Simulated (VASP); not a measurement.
Input of a VASP 6.6.1 run:

Contents of INCAR:

```
PREC     = Accurate       # precision mode
ENCUT    = 600            # plane-wave cutoff, eV
EDIFF    = 1E-6           # SCF threshold, eV
ISMEAR   = -1             # smearing method
SIGMA    = 0.15           # smearing width, eV
LREAL    = False          # projectors in reciprocal space
LASPH    = True           # aspherical terms in the spheres
NELM     = 200            # most SCF steps
ALGO     = Normal         # electronic algorithm
ISIF     = 2              # what is computed and relaxed
LWAVE    = False          # write WAVECAR
LCHARG   = True           # write CHGCAR
ISPIN    = 2              # spin polarisation
MAGMOM   = 1.5 1.5 1.5 0  # initial moments
LORBIT   = 11             # projections on sites
LMAXMIX  = 4              # l up to which the mixer works
GGA      = B5             # functional
ALDAX    = 1.0          
AGGAX    = 1.0          
AGGAC    = 1.0          
ALDAC    = 0.0          
LELF     = True           # ELF
LVHAR    = True         
NBANDS   = 33             # bands
GGA_COMPAT= False
```

KPOINTS

```
Automatic mesh
0
Gamma
  6 6 6
```

File POSCAR:

```
Ni3Hg
1.0
    3.7449110000      0.0000000000      0.0000000000
    0.0000000000      3.7449110000      0.0000000000
    0.0000000000      0.0000000000      3.7449110000
Ni Hg
3 1
Direct
    0.0000000000      0.5000000000      0.5000000000
    0.5000000000      0.0000000000      0.5000000000
    0.5000000000      0.5000000000      0.0000000000
    0.0000000000      0.0000000000      0.0000000000
```

Potentials or basis: VASP PAW PBE potentials, release 64 (Ni, Hg).

The run is started by

```bash
$ cat potpaw_PBE.64/Ni/POTCAR potpaw_PBE.64/Hg/POTCAR > POTCAR
$ mpirun -np 1 vasp_std > vasp.out
```

**Question.** Estimate the net moment.

**Answer.** 0.30 μB per cell.

**Question.** Predict the site moments.

**Answer.** Ni +0.10; Hg -0.00 μB.

**Question.** What does it give for the pressure?

**Answer.** 11.8 GPa.

Caveat: the cell stands under pressure; the PAW data sets were made with another functional, which shifts forces and pressure a little.
